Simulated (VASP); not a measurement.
Wanted: the native input for a VASP 6.6.1 run.

```yaml
Task: relaxation of cell and atoms
Functional: PBE
Potentials_or_basis: VASP PAW PBE potentials, release 64 (C)
Cutoff: 600 eV
k_mesh: 6 × 6 × 2
Occupations: gaussian, width 0.1 eV
Spin: no spin polarisation
Dipole_correction: no
Further_INCAR_settings: ALGO = Normal; EDIFF = 1e-06; IBRION = 2; EDIFFG = -0.04; NSW = 90; ISIF = 3
```

The structure of C lies in POSCAR:

```
C
1.0
    2.5072491800      0.0000000000      0.0000000000
   -1.2536245900      2.1713414800      0.0000000000
    0.0000000000      0.0000000000     11.8962399700
C
12
Direct
    0.0000000000      0.0000000000      0.6018037600
    0.0000000000      0.0000000000      0.2706021100
    0.6666666700      0.3333333300      0.4360286100
    0.6666666700      0.3333333300      0.7676992500
    0.6666666700      0.3333333300      0.1023718800
    0.3333333300      0.6666666700      0.9359094000
    0.0000000000      0.0000000000      0.3981962400
    0.0000000000      0.0000000000      0.7293978900
    0.6666666700      0.3333333300      0.2323007500
    0.6666666700      0.3333333300      0.5639713900
    0.6666666700      0.3333333300      0.8976281200
    0.3333333300      0.6666666700      0.0640906000
```

The cell was built from a structure type or drawn by symmetry, and may not be a known phase.

The input as run:

INCAR

```
  ALGO = Normal
  EDIFF = 1E-6
  EDIFFG = -0.04
  ENCUT = 600
  GGA = PE
  IBRION = 2
  ISIF = 3
  ISMEAR = 0
  LASPH = T
  LCHARG = F
  LREAL = F
  LWAVE = F
  NELM = 100
  NSW = 90
  PREC = Accurate
  SIGMA = 0.1
```

KPOINTS

```
k-points
0
Gamma
  6 6 2
```

Potentials or basis: VASP PAW PBE potentials, release 64 (C).

The run is started by

```sh
$ cat potpaw_PBE.64/C/POTCAR > POTCAR
$ mpirun -np 1 vasp_std > vasp.out
```

It gave:

* Relaxed volume: 5.71 Å³/atom
* Relaxed cell: a = 2.516 Å, b = 2.516 Å, c = 12.486 Å, α = 90.00°, β = 90.00°, γ = 120.00°
* Space group after relaxing (to 0.1 Å): P-6m2 (No. 187)
* Energy gained by relaxing: 76.1 meV/atom
* Ionic steps: 13
* Pressure after relaxing: 0.0 GPa
* Largest force after relaxing: 0.009 eV/Å
* Band gap on the k mesh: 4.25 eV (least direct gap 5.17 eV)

Caveat: the k points lie up to 0.48 Å⁻¹ apart in the final cell.

Run time: 2.8 min on 1 thread of Intel(R) Xeon(R) 6975P-C (Granite Rapids), on a shared host, peak memory 0.18 GiB.
